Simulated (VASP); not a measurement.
# CaInC4N4 (P4/mmm) in VASP: further runs

Runs on CaInC4N4. Level: PBE. Tasks: single point.

All numbers are computed with VASP 6.6.1; they aren't measurements. Logs are shortened: lines on timing, memory, paths and dates and some standing lists are left out, and cuts for length are marked.

### 1 The cell of the first run

Symmetry: P4/mmm, No. 123, tetragonal system. The conventional cell has a = 7.599 Å, b = 7.599 Å, c = 3.688 Å, α = 90.00°, β = 90.00°, γ = 90.00°. Within 2.8 Å of Ca (site symmetry 4/mmm) lie 4 C at 2.11 Å. In (site symmetry 4/mmm) has 4 N at 2.10 Å within 2.8 Å. Within 1.6 Å of C (site symmetry m2m) lie 1 N at 1.17 Å. N (site symmetry m2m) has 1 C at 1.17 Å within 1.6 Å.

### 2 Single point, PBE

The input, INCAR:

```
PREC = Accurate
ENCUT = 910
EDIFF = 1E-6
ISMEAR = 0
SIGMA = 0.1
LREAL = False
LASPH = True
NELM = 120
ALGO = Normal
ISIF = 2
LWAVE = False
LCHARG = True
GGA = PE
LELF = True
LVHAR = True
NBANDS = 40
GGA_COMPAT = False
```

The input, KPOINTS:

```
Automatic mesh
0
Gamma
  2 2 6
```

The input, POSCAR:

```
CaInC4N4
1.0
    7.5992765800      0.0000000000      0.0000000000
    0.0000000000      7.5992765800      0.0000000000
    0.0000000000      0.0000000000      3.6876593500
Ca In C N
1 1 4 4
Direct
    0.0000000000      0.0000000000      0.0000000000
    0.5000000000      0.5000000000      0.0000000000
    0.1959616600      0.8040383400      0.0000000000
    0.8040383400      0.1959616600      0.0000000000
    0.1959616600      0.1959616600      0.0000000000
    0.8040383400      0.8040383400      0.0000000000
    0.3048292500      0.6951707500      0.0000000000
    0.6951707500      0.3048292500      0.0000000000
    0.3048292500      0.3048292500      0.0000000000
    0.6951707500      0.6951707500      0.0000000000
```

Potentials or basis: VASP PAW PBE potentials, release 64 (Ca_sv, In_d, C_h, N_h).

The run is started by

```console
> cat potpaw_PBE.64/Ca_sv/POTCAR potpaw_PBE.64/In_d/POTCAR potpaw_PBE.64/C_h/POTCAR potpaw_PBE.64/N_h/POTCAR > POTCAR
> mpirun -np 1 vasp_std > vasp.out
```

OUTCAR:

```text
PREC = Accurate
   ENCUT = 910
   EDIFF = 1E-6
   ISMEAR = 0
   LREAL = False
   LASPH = True
   NELM = 120
   ISIF = 2
   GGA = PE

 ion  position               nearest neighbor table
   1  0.000  0.000  0.000-   3 2.11   4 2.11   5 2.11   6 2.11
   2  0.500  0.500  0.000-   7 2.10   8 2.10   9 2.10  10 2.10
   3  0.196  0.804  0.000-   7 1.17   1 2.11
   4  0.804  0.196  0.000-   8 1.17   1 2.11
   5  0.196  0.196  0.000-   9 1.17   1 2.11
   6  0.804  0.804  0.000-  10 1.17   1 2.11
   7  0.305  0.695  0.000-   3 1.17   2 2.10
   8  0.695  0.305  0.000-   4 1.17   2 2.10
   9  0.305  0.305  0.000-   5 1.17   2 2.10
  10  0.695  0.695  0.000-   6 1.17   2 2.10

  LATTYP: Found a simple tetragonal cell.
 ALAT       =     7.5992765800
 C/A-ratio  =     0.4852645263

  Lattice vectors:

 A1 = (   7.5992765800,   0.0000000000,   0.0000000000)
 A2 = (   0.0000000000,   7.5992765800,   0.0000000000)
 A3 = (   0.0000000000,   0.0000000000,   3.6876593500)

Analysis of symmetry for initial positions (statically):
=====================================================================
 Subroutine PRICEL returns:
 Original cell was already a primitive cell.

 Routine SETGRP: Setting up the symmetry group for a
 simple tetragonal supercell.

 Subroutine GETGRP returns: Found 16 space group operations
 (whereof 16 operations were pure point group operations)
 out of a pool of 16 trial point group operations.

The static configuration has the point symmetry D_4h.

Analysis of symmetry for dynamics (positions and initial velocities):
=====================================================================
 Subroutine PRICEL returns:
 Original cell was already a primitive cell.

 Routine SETGRP: Setting up the symmetry group for a
 simple tetragonal supercell.

 Subroutine GETGRP returns: Found 16 space group operations
 (whereof 16 operations were pure point group operations)
 out of a pool of 16 trial point group operations.

The dynamic configuration has the point symmetry D_4h.

 Subroutine INISYM returns: Found 16 space group operations
 (whereof 16 operations are pure point group operations),
 and found     1 'primitive' translations

----------------------------------------------------------------------------------------

                                     Primitive cell

  volume of cell :     212.9587

  direct lattice vectors                    reciprocal lattice vectors
     7.599276580  0.000000000  0.000000000     0.131591473  0.000000000  0.000000000
     0.000000000  7.599276580  0.000000000     0.000000000  0.131591473  0.000000000
     0.000000000  0.000000000  3.687659350     0.000000000  0.000000000  0.271174722

  length of vectors
     7.599276580  7.599276580  3.687659350     0.131591473  0.131591473  0.271174722

  position of ions in fractional coordinates (direct lattice)
     0.000000000  0.000000000  0.000000000
     0.500000000  0.500000000  0.000000000
     0.195961660  0.804038340  0.000000000
     0.804038340  0.195961660  0.000000000
     0.195961660  0.195961660  0.000000000
     0.804038340  0.804038340  0.000000000
     0.304829250  0.695170750  0.000000000
     0.695170750  0.304829250  0.000000000
     0.304829250  0.304829250  0.000000000
     0.695170750  0.695170750  0.000000000

  ion indices of the primitive-cell ions
   primitive index   ion index
                 1           1
                 2           2
                 3           3
                 4           4
                 5           5
                 6           6
                 7           7
                 8           8
                 9           9
                10          10

----------------------------------------------------------------------------------------

 KPOINTS: Automatic mesh

Automatic generation of k-mesh.
 Grid dimensions read from file:
 generate k-points for:    2    2    6

 Generating k-lattice:

  Cartesian coordinates                     Fractional coordinates (reciprocal lattice)
     0.065795737  0.000000000  0.000000000     0.500000000  0.000000000  0.000000000
     0.000000000  0.065795737  0.000000000     0.000000000  0.500000000  0.000000000
     0.000000000  0.000000000  0.045195787     0.000000000  0.000000000  0.166666667

  Length of vectors
     0.065795737  0.065795737  0.045195787

  Shift w.r.t. Gamma in fractional coordinates (k-lattice)
     0.000000000  0.000000000  0.000000000

 Subroutine IBZKPT returns following result:
 ===========================================

 Found     12 irreducible k-points:

 Following reciprocal coordinates:
            Coordinates               Weight
  0.000000  0.000000  0.000000      1.000000
  0.500000  0.000000  0.000000      2.000000
  0.500000  0.500000  0.000000      1.000000
  0.000000  0.000000  0.166667      2.000000
  0.500000  0.000000  0.166667      4.000000
  0.500000  0.500000  0.166667      2.000000
  0.000000  0.000000  0.333333      2.000000
  0.500000  0.000000  0.333333      4.000000
  0.500000  0.500000  0.333333      2.000000
  0.000000  0.000000  0.500000      1.000000
  0.500000  0.000000  0.500000      2.000000
  0.500000  0.500000  0.500000      1.000000
   k-points           NKPTS =     12   k-points in BZ     NKDIM =     12   number of bands    NBANDS=     40
   number of dos      NEDOS =    301   number of ions     NIONS =     10
   total plane-waves  NPLWV = 230400
   dimension x,y,z NGX =    80 NGY =   80 NGZ =   36
   dimension x,y,z NGXF=   160 NGYF=  160 NGZF=   72
   ions per type =               1   1   4   4
   NGX,Y,Z   is equivalent  to a cutoff of  17.50, 17.50, 16.23 a.u.
   NGXF,Y,Z  is equivalent  to a cutoff of  35.00, 35.00, 32.46 a.u.
 SYSTEM =  unknown system
   PREC   = accura    normal or accurate (medium, high low for compatibility)
   ISTART =      0    job   : 0-new  1-cont  2-samecut
   ICHARG =      2    charge: 1-file 2-atom 10-const
   ISPIN  =      1    spin polarized calculation?
   LNONCOLLINEAR =      F non collinear calculations
   LSORBIT =      F    spin-orbit coupling
   LASPH  =      T    aspherical Exc in radial PAW
   ENCUT  =  910.0 eV  66.88 Ry    8.18 a.u.  18.69 18.69  9.07*2*pi/ulx,y,z
   NELM   =    120;   NELMIN=  2; NELMDL= -5     # of ELM steps
   EDIFF  = 0.1E-05   stopping-criterion for ELM
   LREAL  =      F    real-space projection
   EDIFFG = 0.1E-04   stopping-criterion for IOM
   NSW    =      0    number of steps for IOM
   IBRION =     -1    ionic relax: 0-MD 1-quasi-New 2-CG
   NFREE  =      0    steps in history (QN), initial steepest desc. (CG)
   ISIF   =      2    stress and relaxation
   ISYM   =      2    0-nonsym 1-usesym 2-fastsym
   POTIM  = 0.5000    time-step for ionic-motion
   TEBEG  =    0.0;   TEEND  =   0.0 temperature during run
   PSTRESS=    0.0 pullay stress
   NELECT =      59.0000    total number of electrons
   NUPDOWN=      -1.0000    fix difference up-down
   EMIN   =  10.00;   EMAX   =-10.00  energy-range for DOS
   EFERMI =   0.00;   METHOD = LEGACY
   ISMEAR =     0;   SIGMA  =   0.10  broadening in eV -4-tet -1-fermi 0-gaus
   EFERMI_NEDOS =   21; number of points for ismear=-14 and -15
   IALGO  =     38    algorithm
   IMIX   =      4    mixing-type and parameters
     AMIX     =   0.40;   BMIX     =  1.00
     AMIX_MAG =   1.60;   BMIX_MAG =  1.00
  volume/ion in A,a.u.               =      21.30       143.71
  Fermi-wavevector in a.u.,A,eV,Ry     =   1.067236  2.016783 15.496932  1.138992
  Thomas-Fermi vector in A             =   2.202846
   LORBIT       =      0    0 simple, 1 ext, 2 COOP (PROOUT), +10 PAW based schemes
   GGA     = PE    functional components
   LHFCALC =     F    Hartree Fock is set to
   AEXX    =    0.0000 exact exchange contribution
   IVDW    =     0    specifies the selected vdW correction
   LEPSILON=     F    determine dielectric tensor
   LRPA    =     F    only Hartree local field effects (RPA)
 non-spin polarized calculation
 Gauss-broadening in eV      SIGMA  =   0.10
  energy-cutoff  :      910.00
  volume of cell :      212.96
 maximum number of plane-waves:     13314
 NGX is ok and might be reduce to    80
   NGX = 37   NGY = 37   NGZ = 19

 number of electron      58.9999998 magnetization

 Free energy of the ion-electron system (eV)
  ---------------------------------------------------
  ext. energy  EPLUGINS =         0.00000000
  ---------------------------------------------------
  free energy    TOTEN  =       -68.25019487 eV

  energy without entropy =      -68.25014404  energy(sigma->0) =      -68.25016945

 E-fermi :   1.5503     XC(G=0):  -7.2099

 val. band max:        1.3213314619   @ k =   0.5000   0.5000   0.3333
 cond. band min:       1.7831932555   @ k =   0.0000   0.0000   0.1667
 fundamental gap:      0.4618617936
 Fermi energy:         1.5502751003

 k-point     1 :       0.0000    0.0000    0.0000
  band No.  band energies     occupation
      1     -38.4262      2.00000
      2     -19.8095      2.00000
      3     -19.8095      2.00000
      4     -19.7334      2.00000
      5     -17.7554      2.00000
      6     -17.6246      2.00000
[... 32 lines left out ...]
     39       5.5759      0.00000
     40       6.4179      0.00000

 k-point     2 :       0.5000    0.0000    0.0000
  band No.  band energies     occupation
      1     -38.4262      2.00000
      2     -19.8106      2.00000
      3     -19.8096      2.00000
      4     -19.7334      2.00000
      5     -17.6958      2.00000
      6     -17.5972      2.00000
[... 419 lines left out ...]
     39       5.6773      0.00000
     40       6.9994      0.00000

 k-point    12 :       0.5000    0.5000    0.5000
  band No.  band energies     occupation
      1     -38.4148      2.00000
      2     -19.8802      2.00000
      3     -19.7890      2.00000
      4     -19.7890      2.00000
      5     -17.6609      2.00000
      6     -17.5981      2.00000
[... 32 lines left out ...]
     39       5.5512      0.00000
     40       6.9420      0.00000

------------------------ aborting loop because EDIFF is reached ----------------------------------------

  FORCE on cell =-STRESS in cart. coord.  units (eV):
  Direction    XX          YY          ZZ          XY          YZ          ZX
  --------------------------------------------------------------------------------------
  -------------------------------------------------------------------------------------
  Total       23.2859905     23.2859905     -0.0117033      0.0000000     -0.0000000      0.0000000
  in kB      175.1902772    175.1902772     -0.0880487      0.0000000     -0.0000000      0.0000000
  external PRESSURE =     116.7641685 kB  Pullay stress =       0.0000000 kB

 VOLUME and BASIS-vectors are now :
 -----------------------------------------------------------------------------
  energy-cutoff  :      910.00
  volume of cell :      212.96
      direct lattice vectors                 reciprocal lattice vectors
     7.599276580  0.000000000  0.000000000     0.131591473  0.000000000  0.000000000
     0.000000000  7.599276580  0.000000000     0.000000000  0.131591473  0.000000000
     0.000000000  0.000000000  3.687659350     0.000000000  0.000000000  0.271174722

 POSITION                                       TOTAL-FORCE (eV/Angst)
 -----------------------------------------------------------------------------------
      0.00000      0.00000      0.00000        -0.000000     -0.000000      0.000000
      3.79964      3.79964      0.00000        -0.000000     -0.000000      0.000000
      1.48917      6.11011      0.00000         2.918062     -2.918062     -0.000000
      6.11011      1.48917      0.00000        -2.918062      2.918062      0.000000
      1.48917      1.48917      0.00000         2.918062      2.918062      0.000000
      6.11011      6.11011      0.00000        -2.918062     -2.918062      0.000000
      2.31648      5.28279      0.00000        -0.316805      0.316805     -0.000000
      5.28279      2.31648      0.00000         0.316805     -0.316805      0.000000
      2.31648      2.31648      0.00000        -0.316805     -0.316805      0.000000
      5.28279      5.28279      0.00000         0.316805      0.316805     -0.000000
 -----------------------------------------------------------------------------------
    total drift:                                0.000000     -0.000000      0.000000

  FREE ENERGIE OF THE ION-ELECTRON SYSTEM (eV)
  ---------------------------------------------------
  free  energy   TOTEN  =       -68.2501948700 eV

  energy  without entropy=      -68.2501440357  energy(sigma->0) =      -68.25016945
```

Wall time 3.5 min (1 thread of Intel Xeon 6975P-C (Granite Rapids), shared host); peak memory 0.66 GiB.

What came out:

```yaml
Free_energy: -68.2502 eV
Pressure: 11.7 GPa
Largest_force: 4.127 eV/Å
Band_gap_on_the_k_mesh: zero (an odd number of electrons rules out a gap without spin polarisation)
```

Forces in eV/Å, atoms in the order of the input:
```
Ca   0.000  0.000  0.000
In   0.000  0.000  0.000
C    2.918 -2.918  0.000
C   -2.918  2.918  0.000
C    2.918  2.918  0.000
C   -2.918 -2.918  0.000
N   -0.317  0.317  0.000
N    0.317 -0.317  0.000
N   -0.317 -0.317  0.000
N    0.317  0.317  0.000
```

Stress tensor (GPa, compression positive):
```
17.52  0.00  0.00
 0.00 17.52  0.00
 0.00  0.00 -0.01
```

Levels at points of the mesh, in eV from the Fermi level:
```
           k point  band 25  band 26  band 27  band 28  band 29  band 30  band 31  band 32  band 33  band 34
(0.00, 0.00, 0.00)    -4.74    -4.60    -4.48    -4.18    -4.18     0.39     0.67     1.21     2.29     2.34
(0.50, 0.00, 0.00)    -4.85    -4.84    -4.77    -4.40    -3.56     0.64     0.76     1.22     1.78     2.40
(0.50, 0.50, 0.00)    -4.87    -4.87    -4.83    -3.90    -3.90     0.67     1.10     1.23     2.35     2.35
(0.00, 0.00, 0.50)    -5.07    -4.54    -4.35    -3.83    -3.83    -1.03     0.69     0.74     0.74     2.07
(0.50, 0.00, 0.50)    -5.18    -4.81    -4.75    -4.01    -3.28    -1.01     0.83     0.90     0.93     1.95
(0.50, 0.50, 0.50)    -5.20    -5.17    -4.72    -3.62    -3.62    -0.57     0.77     0.77     0.98     1.36
```

Caveat: the k points lie up to 0.41 Å⁻¹ apart, too coarse for converged energies and pressures of a metal; the cutoff is under 1.25 times the usual one of these potentials, so pressure, stress and relaxed cells hold a basis-set (Pulay) error; spin-orbit coupling is left out, which moves the levels of the heavy elements; forces of over 1 eV/Å act on the atoms, so gaps and moduli don't describe the material at rest.

### 3 Single point, PBE

This run uses another cell than the first one, of 25.49 Å³/atom.

The input, INCAR:

```
PREC = Accurate
ENCUT = 910
EDIFF = 1E-6
ISMEAR = 0
SIGMA = 0.1
LREAL = F
LASPH = T
NELM = 120
ALGO = Normal
ISIF = 2
LWAVE = F
LCHARG = T
GGA = PE
LELF = T
LVHAR = T
NBANDS = 40
GGA_COMPAT = F
```

The input, KPOINTS:

```
regular mesh
0
Gamma
  2 2 6
```

The input, POSCAR:

```
CaInC4N4
1.0
    8.2241989617      0.0000000000      0.0000000000
    0.0000000000      8.2241989617      0.0000000000
    0.0000000000      0.0000000000      3.7682646739
Ca In C N
1 1 4 4
Direct
    0.0000000000      0.0000000000      0.0000000000
    0.5000000000      0.5000000000      0.0000000000
    0.2136291130      0.7863708870      0.0000000000
    0.7863708870      0.2136291130      0.0000000000
    0.2136291130      0.2136291130      0.0000000000
    0.7863708870      0.7863708870      0.0000000000
    0.3141901574      0.6858098426      0.0000000000
    0.6858098426      0.3141901574      0.0000000000
    0.3141901574      0.3141901574      0.0000000000
    0.6858098426      0.6858098426      0.0000000000
```

Potentials or basis: VASP PAW PBE potentials, release 64 (Ca_sv, In_d, C_h, N_h).

The run is started by

```console
> cat potpaw_PBE.64/Ca_sv/POTCAR potpaw_PBE.64/In_d/POTCAR potpaw_PBE.64/C_h/POTCAR potpaw_PBE.64/N_h/POTCAR > POTCAR
> mpirun -np 1 vasp_std > vasp.out
```

Wall time 3.8 min (1 thread of AMD EPYC 9R45 (Zen 5), shared host); peak memory 0.74 GiB.

The run converged. Its results:

* Free energy: -71.1502 eV
* Pressure: 0.2 GPa
* Largest force: 0.011 eV/Å
* Band gap on the k mesh: zero (an odd number of electrons rules out a gap without spin polarisation)

Forces in eV/Å, atoms in the order of the input:
```
Ca   0.000  0.000  0.000
In   0.000  0.000  0.000
C   -0.003  0.003  0.000
C    0.003 -0.003  0.000
C   -0.003 -0.003  0.000
C    0.003  0.003  0.000
N    0.008 -0.008  0.000
N   -0.008  0.008  0.000
N    0.008  0.008  0.000
N   -0.008 -0.008  0.000
```

Stress tensor (GPa, compression positive):
```
0.25 0.00 0.00
0.00 0.25 0.00
0.00 0.00 0.05
```

Levels at points of the mesh, in eV from the Fermi level:
```
           k point  band 27  band 28  band 29  band 30  band 31  band 32
(0.00, 0.00, 0.00)    -4.50    -4.49    -4.17     0.21     0.50     1.01
(0.50, 0.00, 0.00)    -4.53    -4.53    -3.98     0.36     0.42     1.18
(0.50, 0.50, 0.00)    -4.54    -4.33    -4.33     0.37     0.39     1.48
(0.00, 0.00, 0.50)    -4.29    -4.29    -4.00    -0.65     0.91     0.91
(0.50, 0.00, 0.50)    -4.52    -4.41    -3.74    -0.59     0.91     1.00
(0.50, 0.50, 0.50)    -4.48    -4.09    -4.09    -0.33     0.92     0.92
```

Caveat: the k points lie up to 0.38 Å⁻¹ apart, too coarse for converged energies and pressures of a metal; the cutoff is under 1.25 times the usual one of these potentials, so pressure, stress and relaxed cells hold a basis-set (Pulay) error; spin-orbit coupling is left out, which moves the levels of the heavy elements.
